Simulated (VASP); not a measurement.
**CdO: single point with r2SCAN**

Crystal: CdO.

```xyz
4
Lattice="2.3060 2.3060 0.0000 -2.3060 2.3060 0.0000 0.0000 0.0000 4.6119" Properties=species:S:1:pos:R:3 pbc="T T T"
Cd    0.0000    0.0000    0.0000
Cd    0.0000    2.3060    2.3060
O     0.0000    2.3060    0.0000
O     0.0000    0.0000    2.3060
```

* Program: VASP 6.6.1
* Task: single point
* Functional: r2SCAN
* Potentials or basis: VASP PAW PBE potentials, release 64 (Cd, O)
* Cutoff: 660 eV
* k mesh: 16 × 16 × 12
* Occupations: gaussian, width 0.1 eV
* Spin: no spin polarisation
* Dipole correction: no
* Further INCAR settings: ALGO = Normal; EDIFF = 1e-06; NBANDS = 26

```
Pressure               : 12.5 GPa
Band gap on the k mesh : 0.19 eV
```

Levels at points of the mesh, in eV from the valence-band top:
| k point | band 15 | band 16 | band 17 | band 18 | band 19 | band 20 | band 21 | band 22 |
| --- | --- | --- | --- | --- | --- | --- | --- | --- |
| (0.00, 0.00, 0.00) | -2.63 | -1.59 | -1.59 | -1.59 | 0.19 | 4.82 | 9.59 | 12.01 |
| (0.50, 0.00, 0.00) | -2.35 | -2.35 | -0.12 | -0.12 | 6.03 | 6.03 | 9.62 | 9.62 |
| (0.50, 0.50, 0.00) | -2.63 | -2.63 | -2.63 | -2.63 | 4.82 | 4.82 | 9.59 | 9.59 |
| (0.00, 0.00, 0.50) | -1.89 | -1.89 | -1.89 | -1.89 | 4.30 | 4.30 | 11.97 | 11.97 |
| (0.50, 0.00, 0.50) | 0.00 | 0.00 | 0.00 | 0.00 | 5.11 | 5.11 | 8.45 | 8.45 |
| (0.50, 0.50, 0.50) | -3.30 | -3.30 | -1.95 | -1.95 | 7.06 | 7.06 | 9.91 | 9.91 |

It took 12 min on 1 thread of Intel(R) Xeon(R) 6975P-C (Granite Rapids) (shared host), peak memory 0.54 GiB.

Caveat: the cell stands under pressure; semilocal functionals underestimate gaps, and a narrow one can read as zero; the PAW data sets were made with another functional, which shifts forces and pressure a little. A k mesh can miss the band edges.
